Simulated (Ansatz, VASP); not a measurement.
**Two plane-wave programs on KCl**

INCAR

```
PREC = Accurate ; ENCUT = 520
EDIFF = 1E-6 ; ISMEAR = -1
SIGMA = 0.02 ; LREAL = False
LASPH = True ; NELM = 60
ALGO = Normal ; ISIF = 2
LWAVE = False ; LCHARG = True
GGA = PE ; LELF = True
LVHAR = True ; NBANDS = 15
```

Contents of KPOINTS:

```
Automatic mesh
0
Gamma
  8 8 8
```

File POSCAR:

```
KCl
1.0
    0.0000000000      2.9618181498      3.1448483221
    2.9618181498      0.0000000000      3.1448483221
    2.9618181498      2.9618181498      0.0000000000
K Cl
1 1
Direct
    0.0000000000      0.0000000000      0.0000000000
    0.5000000000      0.5000000000      0.5000000000
```

Input for Ansatz:

```yaml
crystal:
  lattice:
    - [0.0, 2.9618181498, 3.1448483221]
    - [2.9618181498, 0.0, 3.1448483221]
    - [2.9618181498, 2.9618181498, 0.0]
  atoms:
    - { symbol: K, position: [0.0, 0.0, 0.0] }
    - { symbol: Cl, position: [0.5, 0.5, 0.5] }
kpoints:
  mp_grid: { grid: [8, 8, 8] }
  band_path:
    path:
      - [0.0, 0.0, 0.0]
      - [0.5, 0.0, 0.5]
      - [0.625, 0.25, 0.625]
      - [0.375, 0.375, 0.75]
      - [0.5, 0.5, 0.5]
      - [0.5, 0.25, 0.75]
    npoints: 1
hamiltonian:
  xc: pbe
scf:
  occupations: { method: fermi_dirac, width: 0.02 }
  n_extra_bands: 4
output:
  forces: true
  stress: true
  eigenvalues: true
```

Change from the starting cell: biaxial_xy strain -5.8%.

Alike in both runs: task single point; functional PBE; k mesh 8 × 8 × 8; occupations fermi-dirac, width 0.02 eV; no spin polarisation.

|  | VASP | Ansatz |
| --- | --- | --- |
| version | VASP 6.6.1 | Ansatz 0.2.0 |
| potentials or method | VASP PAW PBE potentials, release 64 (K_sv, Cl) | plane waves, PAW |
| plane-wave cutoff (eV) | 520 | 420 |
| valence electrons in the cell | 16 | 16 |

|  | VASP | Ansatz | Ansatz less VASP |
| --- | --- | --- | --- |
| gap on the k mesh at the Fermi level (eV) | 5.58 | 5.59 | +0.003 |
| pressure (GPa) | 4.3 | 4.2 | -0.08 |
| traceless stress, the component that is largest in VASP (GPa) | -2.54 | -2.50 | +0.045 |
